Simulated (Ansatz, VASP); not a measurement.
## WSe: VASP beside Ansatz

The input INCAR:

```
SYSTEM = WSe
PREC = Accurate
ENCUT = 520
EDIFF = 1E-6
ISMEAR = 0
SIGMA = 0.1
LREAL = .FALSE.
LASPH = .TRUE.
NELM = 100
ALGO = Normal
ISIF = 2
LWAVE = .FALSE.
LCHARG = .FALSE.
GGA = RP
NBANDS = 17
```

The input KPOINTS:

```
regular mesh
0
G
  18 18 18
  0 0 0
```

Contents of POSCAR:

```
WSe
1.0
    0.0000000000      2.6153187715      2.6153187715
    2.6153187715      0.0000000000      2.6153187715
    2.6153187715      2.6153187715      0.0000000000
W Se
1 1
Direct
    0.0000000000      0.0000000000      0.0000000000
    0.5000000000      0.5000000000      0.5000000000
```

Input for Ansatz:

```yaml
crystal:
  lattice:
    - [0.0, 2.6153187715, 2.6153187715]
    - [2.6153187715, 0.0, 2.6153187715]
    - [2.6153187715, 2.6153187715, 0.0]
  atoms:
    - { symbol: W, position: [0.0, 0.0, 0.0] }
    - { symbol: Se, position: [0.5, 0.5, 0.5] }
kpoints:
  mp_grid: { grid: [18, 18, 18] }
hamiltonian:
  xc: rpbe
scf:
  occupations: { method: gaussian, width: 0.1 }
output:
  forces: true
  eigenvalues: true
  stress: true
```

Alike in both runs: task single point; functional RPBE; k mesh 18 × 18 × 18; occupations gaussian, width 0.1 eV; no spin polarisation.

|  | VASP | Ansatz |
| --- | --- | --- |
| version | VASP 6.6.1 | Ansatz 0.2.0 |
| potentials or method | VASP PAW PBE potentials, release 64 (W_sv, Se) | scalar-relativistic, plane waves, PAW |
| plane-wave cutoff (eV) | 520 | 420 |
| valence electrons in the cell | 20 | 30 |

|  | VASP | Ansatz | Ansatz less VASP |
| --- | --- | --- | --- |
| gap on the k mesh at the Fermi level (eV) | none | none | - |
| pressure (GPa) | 2.8 | 2.5 | -0.27 |

VASP's potentials were made for PBE, not for RPBE. A gap of «none» marks a metal or a gap that the smearing closes. VASP's potentials hold 20 valence electrons a cell and Ansatz's 30, so a difference there can come from the potentials and not from the codes.

Spin-orbit coupling is off throughout.
